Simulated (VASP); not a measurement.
# Bi (Im-3m) in VASP: notebook

The runs below take Bi through single point, with PBE.

Everything below comes from runs of VASP 6.6.1. Logs are shortened: lines on timing, memory, paths and dates and some standing lists are left out, and cuts for length are marked.

### Step 1. The cell of the first run

It takes space group Im-3m (No. 229, cubic). Conventional cell: a = 3.547 Å, b = 3.547 Å, c = 3.547 Å, α = 90.00°, β = 90.00°, γ = 90.00°. Bi (site symmetry m-3m) has 14 Bi at 3.07 to 3.55 Å within 4.0 Å.

### Step 2. Single point, PBE

The input, INCAR:

```
SYSTEM = Bi
PREC     = Accurate       ! precision mode
ENCUT    = 520            ! plane-wave cutoff, eV
EDIFF    = 1E-6           ! SCF threshold, eV
ISMEAR   = 0              ! smearing method
SIGMA    = 0.1            ! smearing width, eV
LREAL    = .False.        ! projectors in reciprocal space
LASPH    = .True.         ! aspherical terms in the spheres
NELM     = 80             ! most SCF steps
ALGO     = Normal         ! electronic algorithm
ISIF     = 2              ! what is computed and relaxed
LWAVE    = .False.        ! write WAVECAR
LCHARG   = .False.        ! write CHGCAR
GGA      = PE             ! functional
NBANDS   = 14             ! bands
```

The input, KPOINTS:

```
regular mesh
0
Gamma
  8 8 8
  0 0 0
```

The input, POSCAR:

```
Bi
1.0
   -1.7736140131      1.7736140131      1.7736140131
    1.7736140131     -1.7736140131      1.7736140131
    1.7736140131      1.7736140131     -1.7736140131
Bi
1
Direct
    0.0000000000      0.0000000000      0.0000000000
```

Potentials or basis: VASP PAW PBE potentials, release 64 (Bi_d).

Started as:

```console
> cat potpaw_PBE.64/Bi_d/POTCAR > POTCAR
> mpirun -np 1 vasp_std > vasp.out
```

OUTCAR:

```text
SYSTEM = Bi
   PREC = Accurate
   ENCUT = 520
   EDIFF = 1E-6
   ISMEAR = 0
   LREAL = .False.
   LASPH = .True.
   NELM = 80
   ISIF = 2
   GGA = PE

 ion  position               nearest neighbor table
   1  0.000  0.000  0.000-

  LATTYP: Found a body centered cubic cell.
 ALAT       =     3.5472280262

  Lattice vectors:

 A1 = (  -1.7736140131,   1.7736140131,   1.7736140131)
 A2 = (   1.7736140131,  -1.7736140131,   1.7736140131)
 A3 = (   1.7736140131,   1.7736140131,  -1.7736140131)

Analysis of symmetry for initial positions (statically):
=====================================================================
 Subroutine PRICEL returns:
 Original cell was already a primitive cell.

 Routine SETGRP: Setting up the symmetry group for a
 body centered cubic supercell.

 Subroutine GETGRP returns: Found 48 space group operations
 (whereof 48 operations were pure point group operations)
 out of a pool of 48 trial point group operations.

The static configuration has the point symmetry O_h .

Analysis of symmetry for dynamics (positions and initial velocities):
=====================================================================
 Subroutine PRICEL returns:
 Original cell was already a primitive cell.

 Routine SETGRP: Setting up the symmetry group for a
 body centered cubic supercell.

 Subroutine GETGRP returns: Found 48 space group operations
 (whereof 48 operations were pure point group operations)
 out of a pool of 48 trial point group operations.

The dynamic configuration has the point symmetry O_h .

 Subroutine INISYM returns: Found 48 space group operations
 (whereof 48 operations are pure point group operations),
 and found     1 'primitive' translations

----------------------------------------------------------------------------------------

                                     Primitive cell

  volume of cell :      22.3171

  direct lattice vectors                    reciprocal lattice vectors
    -1.773614013  1.773614013  1.773614013     0.000000000  0.281910267  0.281910267
     1.773614013 -1.773614013  1.773614013     0.281910267  0.000000000  0.281910267
     1.773614013  1.773614013 -1.773614013     0.281910267  0.281910267  0.000000000

  length of vectors
     3.071989584  3.071989584  3.071989584     0.398681323  0.398681323  0.398681323

  position of ions in fractional coordinates (direct lattice)
     0.000000000  0.000000000  0.000000000

  ion indices of the primitive-cell ions
   primitive index   ion index
                 1           1

----------------------------------------------------------------------------------------

 KPOINTS: regular mesh

Automatic generation of k-mesh.
 Grid dimensions read from file:
 generate k-points for:    8    8    8

 Generating k-lattice:

  Cartesian coordinates                     Fractional coordinates (reciprocal lattice)
     0.000000000  0.035238783  0.035238783     0.125000000  0.000000000  0.000000000
     0.035238783  0.000000000  0.035238783     0.000000000  0.125000000  0.000000000
     0.035238783  0.035238783  0.000000000     0.000000000  0.000000000  0.125000000

  Length of vectors
     0.049835165  0.049835165  0.049835165

  Shift w.r.t. Gamma in fractional coordinates (k-lattice)
     0.000000000  0.000000000  0.000000000

 Subroutine IBZKPT returns following result:
 ===========================================

 Found     29 irreducible k-points:

 Following reciprocal coordinates:
            Coordinates               Weight
  0.000000  0.000000  0.000000      1.000000
  0.125000  0.000000  0.000000     12.000000
  0.250000  0.000000  0.000000     12.000000
  0.375000  0.000000  0.000000     12.000000
  0.500000  0.000000  0.000000      6.000000
  0.125000  0.125000  0.000000     24.000000
[... 16 lines left out ...]
 -0.250000  0.250000  0.250000      6.000000
 -0.375000  0.375000  0.250000     24.000000
 [... further k-points ...]
   k-points           NKPTS =     29   k-points in BZ     NKDIM =     29   number of bands    NBANDS=     14
   number of dos      NEDOS =    301   number of ions     NIONS =      1
   total plane-waves  NPLWV =  13824
   dimension x,y,z NGX =    24 NGY =   24 NGZ =   24
   dimension x,y,z NGXF=    48 NGYF=   48 NGZF=   48
   ions per type =               1
   NGX,Y,Z   is equivalent  to a cutoff of  12.99, 12.99, 12.99 a.u.
   NGXF,Y,Z  is equivalent  to a cutoff of  25.98, 25.98, 25.98 a.u.
 SYSTEM =  Bi
   PREC   = accura    normal or accurate (medium, high low for compatibility)
   ISTART =      0    job   : 0-new  1-cont  2-samecut
   ICHARG =      2    charge: 1-file 2-atom 10-const
   ISPIN  =      1    spin polarized calculation?
   LNONCOLLINEAR =      F non collinear calculations
   LSORBIT =      F    spin-orbit coupling
   LASPH  =      T    aspherical Exc in radial PAW
   ENCUT  =  520.0 eV  38.22 Ry    6.18 a.u.   5.71  5.71  5.71*2*pi/ulx,y,z
   NELM   =     80;   NELMIN=  2; NELMDL= -5     # of ELM steps
   EDIFF  = 0.1E-05   stopping-criterion for ELM
   LREAL  =      F    real-space projection
   EDIFFG = 0.1E-04   stopping-criterion for IOM
   NSW    =      0    number of steps for IOM
   IBRION =     -1    ionic relax: 0-MD 1-quasi-New 2-CG
   NFREE  =      0    steps in history (QN), initial steepest desc. (CG)
   ISIF   =      2    stress and relaxation
   ISYM   =      2    0-nonsym 1-usesym 2-fastsym
   POTIM  = 0.5000    time-step for ionic-motion
   TEBEG  =    0.0;   TEEND  =   0.0 temperature during run
   PSTRESS=    0.0 pullay stress
   NELECT =      15.0000    total number of electrons
   NUPDOWN=      -1.0000    fix difference up-down
   EMIN   =  10.00;   EMAX   =-10.00  energy-range for DOS
   EFERMI =   0.00;   METHOD = LEGACY
   ISMEAR =     0;   SIGMA  =   0.10  broadening in eV -4-tet -1-fermi 0-gaus
   EFERMI_NEDOS =   21; number of points for ismear=-14 and -15
   IALGO  =     38    algorithm
   IMIX   =      4    mixing-type and parameters
     AMIX     =   0.40;   BMIX     =  1.00
     AMIX_MAG =   1.60;   BMIX_MAG =  1.00
  volume/ion in A,a.u.               =      22.32       150.60
  Fermi-wavevector in a.u.,A,eV,Ry     =   1.434034  2.709931 27.979752  2.056454
  Thomas-Fermi vector in A             =   2.553487
   LORBIT       =      0    0 simple, 1 ext, 2 COOP (PROOUT), +10 PAW based schemes
   GGA     = PE    functional components
   LHFCALC =     F    Hartree Fock is set to
   AEXX    =    0.0000 exact exchange contribution
   IVDW    =     0    specifies the selected vdW correction
   LEPSILON=     F    determine dielectric tensor
   LRPA    =     F    only Hartree local field effects (RPA)
 non-spin polarized calculation
 Gauss-broadening in eV      SIGMA  =   0.10
  energy-cutoff  :      520.00
  volume of cell :       22.32
 maximum number of plane-waves:       614
   NGX = 11   NGY = 11   NGZ = 11

 number of electron      14.9999993 magnetization

 Free energy of the ion-electron system (eV)
  ---------------------------------------------------
  ext. energy  EPLUGINS =         0.00000000
  ---------------------------------------------------
  free energy    TOTEN  =        -2.87498036 eV

  energy without entropy =       -2.87017043  energy(sigma->0) =       -2.87257539

 E-fermi :  12.7003     XC(G=0): -11.9841

 val. band max:       12.6581694880   @ k =  -0.2500   0.3750   0.1250
 cond. band min:      12.7239850410   @ k =  -0.2500   0.2500   0.2500
 fundamental gap:      0.0658155530
 Fermi energy:        12.7003280350

 k-point     1 :       0.0000    0.0000    0.0000
  band No.  band energies     occupation
      1     -10.7405      2.00000
      2     -10.7405      2.00000
      3     -10.7405      2.00000
      4     -10.3788      2.00000
      5     -10.3788      2.00000
      6      -3.6198      2.00000
      7      20.8124      0.00000
      8      20.8124      0.00000
      9      20.8124      0.00000
     10      23.0888      0.00000
     11      23.0888      0.00000
     12      23.0888      0.00000
     13      27.0310      0.00000
     14      27.0311      0.00000

 k-point     2 :       0.1250    0.0000    0.0000
  band No.  band energies     occupation
      1     -10.7595      2.00000
      2     -10.7187      2.00000
      3     -10.6578      2.00000
      4     -10.3993      2.00000
      5     -10.3807      2.00000
      6      -3.2062      2.00000
      7      17.3993      0.00000
      8      19.4553      0.00000
      9      20.0573      0.00000
     10      22.0386      0.00000
     11      22.6666      0.00000
     12      23.1581      0.00000
     13      27.1517      0.00000
     14      28.0478      0.00000

 k-point     3 :       0.2500    0.0000    0.0000
  band No.  band energies     occupation
      1     -10.8052      2.00000
      2     -10.6940      2.00000
      3     -10.4527      2.00000
      4     -10.4282      2.00000
      5     -10.3847      2.00000
      6      -1.9603      2.00000
      7      12.3956      1.99998
      8      17.2667      0.00000
      9      18.5256      0.00000
     10      21.0349      0.00000
     11      22.0160      0.00000
     12      24.3213      0.00000
     13      27.2355      0.00000
     14      30.4258      0.00000
[... 324 lines left out ...]
 k-point    23 :      -0.2500    0.2500    0.2500
  band No.  band energies     occupation
      1     -10.6002      2.00000
      2     -10.5272      2.00000
      3     -10.5272      2.00000
      4     -10.4740      2.00000
      5     -10.4740      2.00000
      6      -0.3449      2.00000
      7      12.7240      0.73796
      8      13.9804      0.00000
      9      13.9804      0.00000
     10      18.0244      0.00000
     11      26.5697      0.00000
     12      26.5697      0.00000
     13      26.8488      0.00000
     14      27.4800      0.00000

 k-point    24 :      -0.3750    0.3750    0.2500
  band No.  band energies     occupation
      1     -10.6779      2.00000
      2     -10.5721      2.00000
      3     -10.5357      2.00000
      4     -10.4215      2.00000
      5     -10.2723      2.00000
      6       1.5559      2.00000
      7       9.4245      2.00000
      8      12.5466      1.97026
      9      13.7282      0.00000
     10      18.2500      0.00000
     11      23.4510      0.00000
     12      26.1872      0.00000
     13      26.5623      0.00000
     14      30.3723      0.00000

 [... further k-points ...]
[... 5 lines left out ...]
  --------------------------------------------------------------------------------------
  -------------------------------------------------------------------------------------
  Total        5.6677200      5.6677200      5.6677200      0.0000000     -0.0000000     -0.0000000
  in kB      406.8943345    406.8943345    406.8943345      0.0000000     -0.0000000     -0.0000000
  external PRESSURE =     406.8943345 kB  Pullay stress =       0.0000000 kB

 VOLUME and BASIS-vectors are now :
 -----------------------------------------------------------------------------
  energy-cutoff  :      520.00
  volume of cell :       22.32
      direct lattice vectors                 reciprocal lattice vectors
    -1.773614013  1.773614013  1.773614013     0.000000000  0.281910267  0.281910267
     1.773614013 -1.773614013  1.773614013     0.281910267  0.000000000  0.281910267
     1.773614013  1.773614013 -1.773614013     0.281910267  0.281910267  0.000000000

 POSITION                                       TOTAL-FORCE (eV/Angst)
 -----------------------------------------------------------------------------------
      0.00000      0.00000      0.00000         0.000000      0.000000      0.000000
 -----------------------------------------------------------------------------------
    total drift:                                0.000000     -0.000000      0.000000

  FREE ENERGIE OF THE ION-ELECTRON SYSTEM (eV)
  ---------------------------------------------------
  free  energy   TOTEN  =        -2.8749803566 eV

  energy  without entropy=       -2.8701704332  energy(sigma->0) =       -2.87257539
```

Run time: 12 s. Hardware: 1 thread of AMD EPYC 7R13, shared host; peak memory 0.11 GiB.

Results:

```
Free energy : -2.8750 eV
Pressure    : 40.7 GPa
```

Caveat: spin-orbit coupling is left out, which moves the levels of the heavy elements.

(Continued in part 2 of 2.)
